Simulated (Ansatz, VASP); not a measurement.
**Two plane-wave programs on Sr**

The input INCAR:

```
SYSTEM = Sr
ALGO = Fast
EDIFF = 1E-6
ENCUT = 520
GGA = PS
ISIF = 2
ISMEAR = 0
LASPH = .TRUE.
LCHARG = .FALSE.
LREAL = .FALSE.
LWAVE = .FALSE.
NBANDS = 17
NELM = 80
PREC = Accurate
SIGMA = 0.1
```

File KPOINTS:

```
k-points
0
G
  12 12 12
  0 0 0
```

POSCAR

```
Sr
1.0
   -3.6305261867      3.6305261867      2.1614082164
    3.6305261867     -3.6305261867      2.1614082164
    3.6305261867      3.6305261867     -2.1614082164
Sr
2
Direct
    0.7500000000      0.2500000000      0.5000000000
    0.0000000000      0.0000000000      0.0000000000
```

Input for Ansatz:

```yaml
crystal:
  lattice:
    - [-3.6305261867, 3.6305261867, 2.1614082164]
    - [3.6305261867, -3.6305261867, 2.1614082164]
    - [3.6305261867, 3.6305261867, -2.1614082164]
  atoms:
    - { symbol: Sr, position: [0.75, 0.25, 0.5] }
    - { symbol: Sr, position: [0.0, 0.0, 0.0] }
basis:
  ecutwfc: 420
kpoints:
  mp_grid: { grid: [12, 12, 12] }
hamiltonian:
  xc: pbesol
scf:
  occupations: { method: gaussian, width: 0.1 }
output:
  forces: true
  stress: true
  eigenvalues: true
  populations: true
```

Alike in both runs: task single point; functional PBEsol; k mesh 12 × 12 × 12; occupations gaussian, width 0.1 eV; no spin polarisation.

|  | VASP | Ansatz |
| --- | --- | --- |
| version | VASP 6.6.1 | Ansatz 0.2.0 |
| potentials or method | VASP PAW PBE potentials, release 64 (Sr_sv), cutoff 520 eV | scalar-relativistic, plane waves, PAW |
| valence electrons in the cell | 20 | 20 |

|  | VASP | Ansatz | Ansatz less VASP |
| --- | --- | --- | --- |
| gap on the k mesh at the Fermi level (eV) | none | none | - |
| pressure (GPa) | -0.7 | -0.7 | 0.00 |
| traceless stress, the component that is largest in VASP (GPa) | -1.73 | -1.73 | +0.003 |

VASP's potentials were made for PBE, not for PBEsol. A gap of «none» marks a metal or a gap that the smearing closes. With one functional, cell and mesh, what is left measures potentials, basis and numerics.
